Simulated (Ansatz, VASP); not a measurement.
Two plane-wave programs on CoSi2

INCAR

```
PREC = Accurate
ENCUT = 520
EDIFF = 1E-6
ISMEAR = 0
SIGMA = 0.05
LREAL = F
LASPH = T
NELM = 150
ALGO = Normal
ISIF = 2
LWAVE = F
LCHARG = T
ISPIN = 2
MAGMOM = 0.05 0 0
LORBIT = 11
LMAXMIX = 4
GGA = B5
ALDAX = 1.0
AGGAX = 1.0
AGGAC = 1.0
ALDAC = 0.0
IVDW = 12
VDW_S6 = 1.0
VDW_S8 = 2.6996
VDW_A1 = 0.4298
VDW_A2 = 4.2359
LELF = T
LVHAR = T
NBANDS = 20
```

Contents of KPOINTS:

```
regular mesh
0
Gamma
  8 8 8
```

Contents of POSCAR:

```
CoSi2
1.0
    0.0000000000      2.6834841823      2.6834841823
    2.6834841823      0.0000000000      2.6834841823
    2.6834841823      2.6834841823      0.0000000000
Co Si
1 2
Direct
    0.0000000000      0.0000000000      0.0000000000
    0.2500000000      0.2500000000      0.2500000000
    0.7500000000      0.7500000000      0.7500000000
```

Input for Ansatz:

```yaml
crystal:
  lattice:
    - [0.0, 2.6834841823, 2.6834841823]
    - [2.6834841823, 0.0, 2.6834841823]
    - [2.6834841823, 2.6834841823, 0.0]
  atoms:
    - { symbol: Co, position: [0.0, 0.0, 0.0], spin: 0.05 }
    - { symbol: Si, position: [0.25, 0.25, 0.25] }
    - { symbol: Si, position: [0.75, 0.75, 0.75] }
basis:
  ecutwfc: 420
  ecutrho_ratio: 4
kpoints:
  mp_grid: { grid: [8, 8, 8] }
hamiltonian:
  xc: blyp
  dispersion: d3bj
scf:
  occupations: { method: gaussian, width: 0.05 }
output:
  forces: true
  stress: true
  eigenvalues: true
  populations: true
magnetization:
  spin_polarized: true
```

Alike in both runs: task single point; functional BLYP; dispersion D3(BJ); k mesh 8 × 8 × 8; occupations gaussian, width 0.05 eV; collinear spin.

|  | VASP | Ansatz |
| --- | --- | --- |
| version | VASP 6.6.1 | Ansatz 0.2.0 |
| potentials or method | VASP PAW PBE potentials, release 64 (Co, Si), cutoff 520 eV | scalar-relativistic, plane waves, PAW |
| valence electrons in the cell | 17 | 25 |

Ansatz gave:

```
gap on the k mesh at the Fermi level (eV) : none
pressure (GPa)                            : -6.7
net moment per atom (μB)                  : 0.00
```

Problem. Estimate VASP's values.

Solution. gap on the k mesh at the Fermi level (eV): none; pressure (GPa): -6.1; net moment per atom (μB): 0.00.

VASP's potentials were made for PBE, not for BLYP. A gap of «none» marks a metal or a gap that the smearing closes. VASP's potentials hold 17 valence electrons a cell and Ansatz's 25, so a difference there can come from the potentials and not from the codes. Ansatz's warnings: seeded moment not kept.
